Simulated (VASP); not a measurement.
# ReSb (zincblende type) (F-43m) in VASP: single point with PBE

Aim: the single point of ReSb (zincblende type) with PBE.

Program: VASP 6.6.1. These are calculated values, not measurements. Logs are shortened: lines on timing, memory, paths and dates and some standing lists are left out, and cuts for length are marked.

## (1) The cell of the first run

It takes space group F-43m (No. 216, cubic). The conventional cell has a = 4.618 Å, b = 4.618 Å, c = 4.618 Å, α = 90.00°, β = 90.00°, γ = 90.00°. Within 2.6 Å of Re (site symmetry -43m) lie 4 Sb at 2.00 Å. Within 2.6 Å of Sb (site symmetry -43m) lie 4 Re at 2.00 Å.

## (2) Single point, PBE (12.31 Å³/atom)

INCAR

```
SYSTEM = ReSb
PREC = Accurate ; ENCUT = 560
EDIFF = 1E-6 ; ISMEAR = -1
SIGMA = 0.08 ; LREAL = .FALSE.
LASPH = .TRUE. ; NELM = 120
ALGO = Normal ; ISIF = 2
LWAVE = .FALSE. ; LCHARG = .FALSE.
GGA = PE ; NBANDS = 22
GGA_COMPAT = .FALSE.
```

KPOINTS

```
regular mesh
0
G
  12 12 12
  0 0 0
```

POSCAR

```
ReSb
1.0
    0.0000000000      2.3090901639      2.3090901639
    2.3090901639      0.0000000000      2.3090901639
    2.3090901639      2.3090901639      0.0000000000
Re Sb
1 1
Direct
    0.0000000000      0.0000000000      0.0000000000
    0.2500000000      0.2500000000      0.2500000000
```

Potentials or basis: VASP PAW PBE potentials, release 64 (Re_sv_GW, Sb_d_GW).

Started as:

```bash
cat potpaw_PBE.64/Re_sv_GW/POTCAR potpaw_PBE.64/Sb_d_GW/POTCAR > POTCAR
mpirun -np 1 vasp_std > vasp.out
```

OUTCAR:

```text
SYSTEM = ReSb
   PREC = Accurate
   ENCUT = 560
   EDIFF = 1E-6
   ISMEAR = -1
   LREAL = .FALSE.
   LASPH = .TRUE.
   NELM = 120
   ISIF = 2
   GGA = PE

 ion  position               nearest neighbor table
   1  0.000  0.000  0.000-   2 2.00   2 2.00   2 2.00   2 2.00
   2  0.250  0.250  0.250-   1 2.00   1 2.00   1 2.00   1 2.00

  LATTYP: Found a face centered cubic cell.
 ALAT       =     4.6181803278

  Lattice vectors:

 A1 = (   0.0000000000,   2.3090901639,   2.3090901639)
 A2 = (   2.3090901639,   0.0000000000,   2.3090901639)
 A3 = (   2.3090901639,   2.3090901639,   0.0000000000)

Analysis of symmetry for initial positions (statically):
=====================================================================
 Subroutine PRICEL returns:
 Original cell was already a primitive cell.

 Routine SETGRP: Setting up the symmetry group for a
 face centered cubic supercell.

 Subroutine GETGRP returns: Found 24 space group operations
 (whereof 24 operations were pure point group operations)
 out of a pool of 48 trial point group operations.

The static configuration has the point symmetry T_d .

Analysis of symmetry for dynamics (positions and initial velocities):
=====================================================================
 Subroutine PRICEL returns:
 Original cell was already a primitive cell.

 Routine SETGRP: Setting up the symmetry group for a
 face centered cubic supercell.

 Subroutine GETGRP returns: Found 24 space group operations
 (whereof 24 operations were pure point group operations)
 out of a pool of 48 trial point group operations.

The dynamic configuration has the point symmetry T_d .

 Subroutine INISYM returns: Found 24 space group operations
 (whereof 24 operations are pure point group operations),
 and found     1 'primitive' translations

----------------------------------------------------------------------------------------

                                     Primitive cell

  volume of cell :      24.6237

  direct lattice vectors                    reciprocal lattice vectors
     0.000000000  2.309090164  2.309090164    -0.216535503  0.216535503  0.216535503
     2.309090164  0.000000000  2.309090164     0.216535503 -0.216535503  0.216535503
     2.309090164  2.309090164  0.000000000     0.216535503  0.216535503 -0.216535503
[... 65 lines left out ...]
 [... further k-points ...]
   k-points           NKPTS =     72   k-points in BZ     NKDIM =     72   number of bands    NBANDS=     22
   number of dos      NEDOS =    301   number of ions     NIONS =      2
   total plane-waves  NPLWV =  21952
   dimension x,y,z NGX =    28 NGY =   28 NGZ =   28
   dimension x,y,z NGXF=    56 NGYF=   56 NGZF=   56
   ions per type =               1   1
   NGX,Y,Z   is equivalent  to a cutoff of  14.25, 14.25, 14.25 a.u.
   NGXF,Y,Z  is equivalent  to a cutoff of  28.51, 28.51, 28.51 a.u.
 SYSTEM =  ReSb
   PREC   = accura    normal or accurate (medium, high low for compatibility)
   ISTART =      0    job   : 0-new  1-cont  2-samecut
   ICHARG =      2    charge: 1-file 2-atom 10-const
   ISPIN  =      1    spin polarized calculation?
   LNONCOLLINEAR =      F non collinear calculations
   LSORBIT =      F    spin-orbit coupling
   LASPH  =      T    aspherical Exc in radial PAW
   ENCUT  =  560.0 eV  41.16 Ry    6.42 a.u.   6.30  6.30  6.30*2*pi/ulx,y,z
   NELM   =    120;   NELMIN=  2; NELMDL= -5     # of ELM steps
   EDIFF  = 0.1E-05   stopping-criterion for ELM
   LREAL  =      F    real-space projection
[... 7 lines left out ...]
   TEBEG  =    0.0;   TEEND  =   0.0 temperature during run
   PSTRESS=    0.0 pullay stress
   NELECT =      30.0000    total number of electrons
   NUPDOWN=      -1.0000    fix difference up-down
   EMIN   =  10.00;   EMAX   =-10.00  energy-range for DOS
   EFERMI =   0.00;   METHOD = LEGACY
   ISMEAR =    -1;   SIGMA  =   0.08  broadening in eV -4-tet -1-fermi 0-gaus
   EFERMI_NEDOS =   21; number of points for ismear=-14 and -15
   IALGO  =     38    algorithm
   IMIX   =      4    mixing-type and parameters
     AMIX     =   0.40;   BMIX     =  1.00
     AMIX_MAG =   1.60;   BMIX_MAG =  1.00
  volume/ion in A,a.u.               =      12.31        83.08
  Fermi-wavevector in a.u.,A,eV,Ry     =   1.748495  3.304176 41.596197  3.057234
  Thomas-Fermi vector in A             =   2.819591
   LORBIT       =      0    0 simple, 1 ext, 2 COOP (PROOUT), +10 PAW based schemes
   GGA     = PE    functional components
   LHFCALC =     F    Hartree Fock is set to
   AEXX    =    0.0000 exact exchange contribution
   IVDW    =     0    specifies the selected vdW correction
   LEPSILON=     F    determine dielectric tensor
   LRPA    =     F    only Hartree local field effects (RPA)
 non-spin polarized calculation
  energy-cutoff  :      560.00
  volume of cell :       24.62
 maximum number of plane-waves:       754
 NGX is ok and might be reduce to    28
   NGX = 13   NGY = 13   NGZ = 13

 number of electron      29.9999998 magnetization

 Free energy of the ion-electron system (eV)
  ---------------------------------------------------
  ext. energy  EPLUGINS =         0.00000000
  ---------------------------------------------------
  free energy    TOTEN  =         5.09333878 eV

  energy without entropy =        5.10293689  energy(sigma->0) =        5.09813783

 E-fermi :  16.2529     XC(G=0): -14.6608

 val. band max:       16.1328146262   @ k =  -0.4167   0.4167   0.1667
 cond. band min:      16.3279183552   @ k =  -0.2500   0.5000   0.2500
 fundamental gap:      0.1951037291
 Fermi energy:        16.2528680341

 k-point     1 :       0.0000    0.0000    0.0000
  band No.  band energies     occupation
      1     -62.6877      2.00000
      2     -25.8510      2.00000
      3     -25.8510      2.00000
      4     -25.8510      2.00000
      5     -14.2412      2.00000
      6     -14.2412      2.00000
[... 589 lines left out ...]
     21      31.7948      0.00000
     22      33.6281      0.00000

 [... further k-points ...]
[... 5 lines left out ...]
  --------------------------------------------------------------------------------------
  -------------------------------------------------------------------------------------
  Total       66.7393352     66.7393352     66.7393352     -0.0000000      0.0000000      0.0000000
  in kB     4342.4996198   4342.4996198   4342.4996198     -0.0000000      0.0000000      0.0000000
  external PRESSURE =    4342.4996198 kB  Pullay stress =       0.0000000 kB

 VOLUME and BASIS-vectors are now :
 -----------------------------------------------------------------------------
  energy-cutoff  :      560.00
  volume of cell :       24.62
      direct lattice vectors                 reciprocal lattice vectors
     0.000000000  2.309090164  2.309090164    -0.216535503  0.216535503  0.216535503
     2.309090164  0.000000000  2.309090164     0.216535503 -0.216535503  0.216535503
     2.309090164  2.309090164  0.000000000     0.216535503  0.216535503 -0.216535503

 POSITION                                       TOTAL-FORCE (eV/Angst)
 -----------------------------------------------------------------------------------
      0.00000      0.00000      0.00000         0.000000      0.000000      0.000000
      1.15455      1.15455      1.15455        -0.000000     -0.000000     -0.000000
 -----------------------------------------------------------------------------------
    total drift:                                0.000000      0.000000      0.000000

  FREE ENERGIE OF THE ION-ELECTRON SYSTEM (eV)
  ---------------------------------------------------
  free  energy   TOTEN  =         5.0933387795 eV

  energy  without entropy=        5.1029368885  energy(sigma->0) =        5.09813783
```

Run time: 1.7 min. Hardware: 1 thread of AMD EPYC 7R43 (Zen 3), shared host; peak memory 0.18 GiB.

Results:

| Quantity | Value |
| --- | --- |
| Free energy | 5.0933 eV |
| Pressure | 434.2 GPa |
| Band gap on the k mesh | 0.20 eV (least direct gap 0.38 eV) |

Levels at points of the mesh, in eV from the valence-band top:
```csv
k point,band 13,band 14,band 15,band 16,band 17,band 18
"(0.00, 0.00, 0.00)",-5.94,-1.29,-1.29,7.96,8.73,8.73
"(0.50, 0.00, 0.00)",-5.35,-0.67,-0.67,0.67,5.90,7.37
"(0.50, 0.50, 0.00)",-1.37,-1.20,-1.20,1.20,1.20,2.15
```

Caveat: atoms lie so close that the PAW spheres overlap strongly, which falsifies energies and pressures; the cell stands under pressure; spin-orbit coupling is left out, which moves the levels of the heavy elements.
